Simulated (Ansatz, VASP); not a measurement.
# Two plane-wave programs on AlGa2Sb3

The input INCAR:

```
SYSTEM = AlGa2Sb3
  PREC = Accurate
  ENCUT = 520
  EDIFF = 1E-6
  ISMEAR = 0
  SIGMA = 0.1
  LREAL = .False.
  LASPH = .True.
  NELM = 80
  ALGO = Normal
  ISIF = 2
  LWAVE = .False.
  LCHARG = .False.
  GGA = PE
  NBANDS = 56
```

File KPOINTS:

```
regular mesh
0
Gamma
  6 6 1
  0 0 0
```

POSCAR

```
AlGa2Sb3
1.0
    4.3826487000      0.0000000000      0.0000000000
   -2.1913243000      3.7954851000      0.0000000000
    0.0000000000      0.0000000000     21.6654728000
Al Ga Sb
2 4 6
Direct
    0.6666667000      0.3333333000      0.8332010000
    0.3333333000      0.6666667000      0.3332010000
    0.6666667000      0.3333333000      0.1667670000
    0.6666667000      0.3333333000      0.5003720000
    0.3333333000      0.6666667000      0.0003720000
    0.3333333000      0.6666667000      0.6667670000
    0.6666667000      0.3333333000      0.2914130000
    0.6666667000      0.3333333000      0.6249240000
    0.6666667000      0.3333333000      0.9582240000
    0.3333333000      0.6666667000      0.1249240000
    0.3333333000      0.6666667000      0.4582240000
    0.3333333000      0.6666667000      0.7914130000
```

Input for Ansatz:

```yaml
crystal:
  lattice:
    - [4.3826487, 0.0, 0.0]
    - [-2.1913243, 3.7954851, 0.0]
    - [0.0, 0.0, 21.6654728]
  atoms:
    - { symbol: Al, position: [0.6666667, 0.3333333, 0.833201] }
    - { symbol: Al, position: [0.3333333, 0.6666667, 0.333201] }
    - { symbol: Ga, position: [0.6666667, 0.3333333, 0.166767] }
    - { symbol: Ga, position: [0.6666667, 0.3333333, 0.500372] }
    - { symbol: Ga, position: [0.3333333, 0.6666667, 0.000372] }
    - { symbol: Ga, position: [0.3333333, 0.6666667, 0.666767] }
    - { symbol: Sb, position: [0.6666667, 0.3333333, 0.291413] }
    - { symbol: Sb, position: [0.6666667, 0.3333333, 0.624924] }
    - { symbol: Sb, position: [0.6666667, 0.3333333, 0.958224] }
    - { symbol: Sb, position: [0.3333333, 0.6666667, 0.124924] }
    - { symbol: Sb, position: [0.3333333, 0.6666667, 0.458224] }
    - { symbol: Sb, position: [0.3333333, 0.6666667, 0.791413] }
basis:
  ecutwfc: 420
kpoints:
  mp_grid: { grid: [6, 6, 1] }
hamiltonian:
  xc: pbe
scf:
  occupations: { method: gaussian, width: 0.1 }
  lower_state_search: "off"
output:
  forces: true
  stress: true
  eigenvalues: true
```

Alike in both runs: task single point; functional PBE; k mesh 6 × 6 × 1; occupations gaussian, width 0.1 eV; no spin polarisation.

|  | VASP | Ansatz |
| --- | --- | --- |
| version | VASP 6.6.1 | Ansatz 0.2.0 |
| potentials or method | VASP PAW PBE potentials, release 64 (Al, Ga_d, Sb), cutoff 520 eV | scalar-relativistic, plane waves, PAW |
| valence electrons in the cell | 88 | 148 |

|  | VASP | Ansatz | Ansatz less VASP |
| --- | --- | --- | --- |
| gap on the k mesh at the Fermi level (eV) | none | none | - |
| pressure (GPa) | 0.2 | 0.1 | -0.11 |
| traceless stress, the component that is largest in VASP (GPa) | -0.05 | -0.05 | +0.002 |
| rms of the force components (eV/Å) | 0.006 | 0.005 | -0.0014 |

Atom by atom the forces differ by 0.003 eV/Å (rms over components). A gap of «none» marks a metal or a gap that the smearing closes. VASP's potentials hold 88 valence electrons a cell and Ansatz's 148, so a difference there can come from the potentials and not from the codes.

Spin-orbit coupling is off throughout.
